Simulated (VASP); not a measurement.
# Ti (P6_3/mmc) in VASP: notebook, part 2 of 2

VASP 6.6.1. Earlier steps stand in the parts before.

### Step 4. Single point, PBEsol

This run uses another cell than the first one, of the same volume but with other edges.

The input, INCAR:

```
PREC     = Accurate       # precision mode
ENCUT    = 520            # plane-wave cutoff, eV
EDIFF    = 1E-6           # SCF threshold, eV
ISMEAR   = 0              # smearing method
SIGMA    = 0.15           # smearing width, eV
LREAL    = False          # projectors in reciprocal space
LASPH    = True           # aspherical terms in the spheres
NELM     = 60             # most SCF steps
ALGO     = Fast           # electronic algorithm
ISIF     = 2              # what is computed and relaxed
LWAVE    = False          # write WAVECAR
LCHARG   = True           # write CHGCAR
GGA      = PS             # functional
LELF     = True           # ELF
LVHAR    = True         
NBANDS   = 19             # bands
```

The input, KPOINTS:

```
Automatic mesh
0
Gamma
  24 24 12
```

The input, POSCAR:

```
Ti
1.0
    3.0331397821      0.0000000000      0.0000000000
   -1.5165698910      2.6267761045      0.0000000000
    0.0000000000      0.0000000000      4.4326234106
Ti
2
Direct
    0.3333333333      0.6666666667      0.2500000000
    0.6666666667      0.3333333333      0.7500000000
```

Potentials or basis: VASP PAW PBE potentials, release 64 (Ti_sv).

Launch:

```bash
$ cat potpaw_PBE.64/Ti_sv/POTCAR > POTCAR
$ mpirun -np 1 vasp_std > vasp.out
```

OUTCAR:

```text
PREC = Accurate
   ENCUT = 520
   EDIFF = 1E-6
   ISMEAR = 0
   LREAL = False
   LASPH = True
   NELM = 60
   ISIF = 2
   GGA = PS

 ion  position               nearest neighbor table
   1  0.333  0.667  0.250-   2 2.82   2 2.82   2 2.82   2 2.82   2 2.82   2 2.82
   2  0.667  0.333  0.750-   1 2.82   1 2.82   1 2.82   1 2.82   1 2.82   1 2.82

  LATTYP: Found a hexagonal cell.
 ALAT       =     3.0331397821
 C/A-ratio  =     1.4613976701

  Lattice vectors:

 A1 = (   3.0331397821,   0.0000000000,   0.0000000000)
 A2 = (  -1.5165698910,   2.6267761045,   0.0000000000)
 A3 = (   0.0000000000,   0.0000000000,   4.4326234106)

Analysis of symmetry for initial positions (statically):
=====================================================================
 Subroutine PRICEL returns:
 Original cell was already a primitive cell.

 Routine SETGRP: Setting up the symmetry group for a
 hexagonal supercell.

 Subroutine GETGRP returns: Found 24 space group operations
 (whereof 12 operations were pure point group operations)
[... 164 lines left out ...]
  free energy    TOTEN  =       -16.60732719 eV

  energy without entropy =      -16.58211519  energy(sigma->0) =      -16.59472119

 E-fermi :   8.0381     XC(G=0): -11.5515

 val. band max:        8.0331331307   @ k =   0.3333   0.2917   0.3333
 cond. band min:       8.0402521704   @ k =   0.0833   0.0833   0.3333
 fundamental gap:      0.0071190398
 Fermi energy:         8.0380996599

 k-point     1 :       0.0000    0.0000    0.0000
  band No.  band energies     occupation
      1     -48.6447      2.00000
      2     -48.4724      2.00000
      3     -25.3720      2.00000
      4     -24.7530      2.00000
      5     -24.7530      2.00000
      6     -24.6084      2.00000
[... 505 lines left out ...]
      6     -24.8809      2.00000
[... 11 lines left out ...]
     18      11.7013      0.00000
     19      12.1513      0.00000

 [... further k-points ...]

------------------------ aborting loop because EDIFF is reached ----------------------------------------

  FORCE on cell =-STRESS in cart. coord.  units (eV):
  Direction    XX          YY          ZZ          XY          YZ          ZX
  --------------------------------------------------------------------------------------
  -------------------------------------------------------------------------------------
  Total       -1.8448109     -1.8448109     -0.1646795     -0.0000000     -0.0000000      0.0000000
  in kB      -83.6924190    -83.6924190     -7.4709142     -0.0000000     -0.0000000      0.0000000
  external PRESSURE =     -58.2852507 kB  Pullay stress =       0.0000000 kB

 VOLUME and BASIS-vectors are now :
 -----------------------------------------------------------------------------
  energy-cutoff  :      520.00
  volume of cell :       35.32
      direct lattice vectors                 reciprocal lattice vectors
     3.033139782  0.000000000  0.000000000     0.329691367  0.190347399  0.000000000
    -1.516569891  2.626776105  0.000000000     0.000000000  0.380694799  0.000000000
     0.000000000  0.000000000  4.432623411     0.000000000  0.000000000  0.225600036

 POSITION                                       TOTAL-FORCE (eV/Angst)
 -----------------------------------------------------------------------------------
     -0.00000      1.75118      1.10816        -0.000000      0.000000      0.000000
      1.51657      0.87559      3.32447         0.000000     -0.000000      0.000000
 -----------------------------------------------------------------------------------
    total drift:                               -0.000000      0.000000     -0.000000

  FREE ENERGIE OF THE ION-ELECTRON SYSTEM (eV)
  ---------------------------------------------------
  free  energy   TOTEN  =       -16.6073271948 eV

  energy  without entropy=      -16.5821151901  energy(sigma->0) =      -16.59472119
```

stdout:

```text
POSCAR found type information on POSCAR Ti
 POSCAR found :  1 types and       2 ions
 scaLAPACK will be used
 -----------------------------------------------------------------------------
|                                                                             |
|                                                                             |
|     You enforced a specific xc type in the INCAR file but a different       |
|     I HOPE YOU KNOW WHAT YOU ARE DOING!                                     |
|                                                                             |
 -----------------------------------------------------------------------------

 LDA part: xc-table for (Slater+PW92), standard interpolation
 POSCAR, INCAR and KPOINTS ok, starting setup
 FFT: planning ... GRIDC
 FFT: planning ... GRID_SOFT
 FFT: planning ... GRID
 WAVECAR not read
 entering main loop
WARNING in EDDRMM: call to ZHEGV failed, returncode =   8  4      6
WARNING in EDDRMM: call to ZHEGV failed, returncode =   6  3     10
WARNING in EDDRMM: call to ZHEGV failed, returncode =   6  3      4
WARNING in EDDRMM: call to ZHEGV failed, returncode =   6  3      6
WARNING in EDDRMM: call to ZHEGV failed, returncode =   6  3      3
WARNING in EDDRMM: call to ZHEGV failed, returncode =   6  3      4
WARNING in EDDRMM: call to ZHEGV failed, returncode =   6  3     10
WARNING in EDDRMM: call to ZHEGV failed, returncode =   6  3     16
WARNING in EDDRMM: call to ZHEGV failed, returncode =   8  4      6
WARNING in EDDRMM: call to ZHEGV failed, returncode =   8  4      5
```

Wall time 18 min (1 thread of Intel Xeon 8259CL, shared host); peak memory 0.35 GiB.

Results:

```yaml
Free_energy: -16.6073 eV
Pressure: -5.8 GPa
Band_gap_on_the_k_mesh: zero (bands 12 and 13 overlap by 1.10 eV)
```

Caveat: the stress differs along the axes, from -8 to -1 GPa; the PAW data sets were made with another functional, which shifts forces and pressure a little.

### Step 5. Single point, PBEsol

This run uses another cell than the first one, of the same volume but with other edges.

The input, INCAR:

```
SYSTEM = Ti
  ALGO = Fast
  EDIFF = 1E-7
  ENCUT = 520
  GGA = PS
  ISIF = 2
  ISMEAR = 0
  LASPH = .True.
  LCHARG = .True.
  LELF = .True.
  LREAL = .False.
  LVHAR = .True.
  LWAVE = .False.
  NBANDS = 19
  NELM = 60
  PREC = Accurate
  SIGMA = 0.15
```

The input, KPOINTS:

```
k-points
0
Gamma
  24 24 12
  0 0 0
```

The input, POSCAR:

```
Ti
1.0
    2.8577493804      0.0000000000      0.0000000000
   -1.4288746902      2.4748835611      0.0000000000
    0.0000000000      0.0000000000      4.9934120815
Ti
2
Direct
    0.3333333333      0.6666666667      0.2500000000
    0.6666666667      0.3333333333      0.7500000000
```

Launch:

```bash
$ cat potpaw_PBE.64/Ti_sv/POTCAR > POTCAR
$ mpirun -np 1 vasp_std > vasp.out
```

Wall time 28 min (1 thread of Intel Xeon 8259CL, shared host); peak memory 0.35 GiB.

It converged, with:

| Item | Value |
| --- | --- |
| Free energy | -16.5796 eV |
| Pressure | -6.0 GPa |
| Band gap on the k mesh | zero (bands 12 and 13 overlap by 0.60 eV) |

Stress tensor (GPa, compression positive):
```
 -2.84   0.00   0.00
  0.00  -2.84   0.00
  0.00   0.00 -12.36
```

Levels at points of the mesh, in eV from the Fermi level:
```csv
k point,band 8,band 9,band 10,band 11,band 12,band 13,band 14,band 15,band 16,band 17
"(0.00, 0.00, 0.00)",-32.50,-6.13,-2.74,-0.04,0.32,0.90,0.90,1.24,1.24,2.10
"(0.50, 0.00, 0.00)",-32.62,-2.21,-2.07,-1.86,-0.22,0.30,0.86,0.99,3.36,3.68
"(0.00, 0.00, 0.50)",-32.53,-4.51,-4.51,-0.26,-0.26,0.92,0.92,0.92,0.92,2.83
"(0.50, 0.00, 0.50)",-32.67,-2.47,-2.47,-0.95,-0.95,1.45,1.45,2.00,2.00,3.69
```

Caveat: the stress differs along the axes, from -12 to -3 GPa; the PAW data sets were made with another functional, which shifts forces and pressure a little.

### Step 6. Overview

```csv
cell,further INCAR settings,gap on the mesh (eV),pressure (GPa)
"a = 3.114, b = 3.114, c = 4.205 Å, angles 90.0, 90.0, 120.0°, 2 atoms",ALGO = Fast; EDIFF = 1e-06; NBANDS = 19,none,-5.2
"a = 2.776, b = 2.776, c = 5.292 Å, angles 90.0, 90.0, 120.0°, 2 atoms",ALGO = Fast; EDIFF = 1e-06; NBANDS = 19,none,-6.0
"a = 3.033, b = 3.033, c = 4.433 Å, angles 90.0, 90.0, 120.0°, 2 atoms",ALGO = Fast; EDIFF = 1e-06; NBANDS = 19,none,-5.8
"a = 2.858, b = 2.858, c = 4.993 Å, angles 90.0, 90.0, 120.0°, 2 atoms",ALGO = Fast; EDIFF = 1e-07; NBANDS = 19,none,-6.0
```

Alike in all rows: task single point; level PBEsol; potentials or basis VASP PAW PBE potentials, release 64 (Ti_sv); no spin polarisation; k mesh 24 × 24 × 12; cutoff (eV) 520; smearing gaussian 0.15 eV.

Caveats: the PAW data sets were made with another functional, which shifts forces and pressure a little; the stress differs along the axes, from -9 to 3 GPa (at least some runs); the stress differs along the axes, from -15 to -1 GPa (at least some runs); the stress differs along the axes, from -8 to -1 GPa (at least some runs); the stress differs along the axes, from -12 to -3 GPa (at least some runs).

Absolute energies hang on the potentials; compare differences alone.
